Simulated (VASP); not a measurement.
Write the native input for VASP 6.6.1 that does the following.

- Task: single point
- Functional: PBEsol
- Potentials or basis: VASP PAW PBE potentials, release 64 (Cu)
- Cutoff: 520 eV
- k mesh: 15 × 15 × 1
- Occupations: gaussian, width 0.1 eV
- Spin: no spin polarisation
- Dipole correction: no
- Further INCAR settings: ALGO = Normal; EDIFF = 1e-06; NBANDS = 72

The structure of Cu lies in POSCAR:

```
Cu
1.0
    2.5561910100      0.0000000000      0.0000000000
    0.0000000000      2.5561910100      0.0000000000
    0.0000000000      0.0000000000     32.0750000000
Cu
11
Direct
    0.0000000000      0.0000000000      0.2291302163
    0.5000000000      0.5000000000      0.2818166280
    0.0000000000      0.0000000000      0.3365993983
    0.5000000000      0.5000000000      0.3911100659
    0.0000000000      0.0000000000      0.4456004553
    0.5000000000      0.5000000000      0.5000000000
    0.0000000000      0.0000000000      0.5543995447
    0.5000000000      0.5000000000      0.6088899341
    0.0000000000      0.0000000000      0.6634006017
    0.5000000000      0.5000000000      0.7181833720
    0.0000000000      0.0000000000      0.7708697837
```

One way to write it, as run:

INCAR

```
ALGO = Normal
EDIFF = 1E-6
ENCUT = 520
GGA = PS
ISIF = 2
ISMEAR = 0
LASPH = True
LCHARG = False
LREAL = False
LWAVE = False
NBANDS = 72
NELM = 80
PREC = Accurate
SIGMA = 0.1
```

KPOINTS

```
k-points
0
Gamma
  15 15 1
```

Potentials or basis: VASP PAW PBE potentials, release 64 (Cu).

Launch:

```sh
$ cat potpaw_PBE.64/Cu/POTCAR > POTCAR
$ mpirun -np 1 vasp_std > vasp.out
```

Results of the run:

| Item | Value |
| --- | --- |
| Largest force | 0.035 eV/Å |
| Band gap on the k mesh | zero (an odd number of electrons rules out a gap without spin polarisation) |

Caveat: the PAW data sets were made with another functional, which shifts forces and pressure a little.

Run time: 19 min on 1 thread of Intel(R) Xeon(R) Platinum 8488C (Sapphire Rapids), with other jobs on the host, peak memory 0.52 GiB.
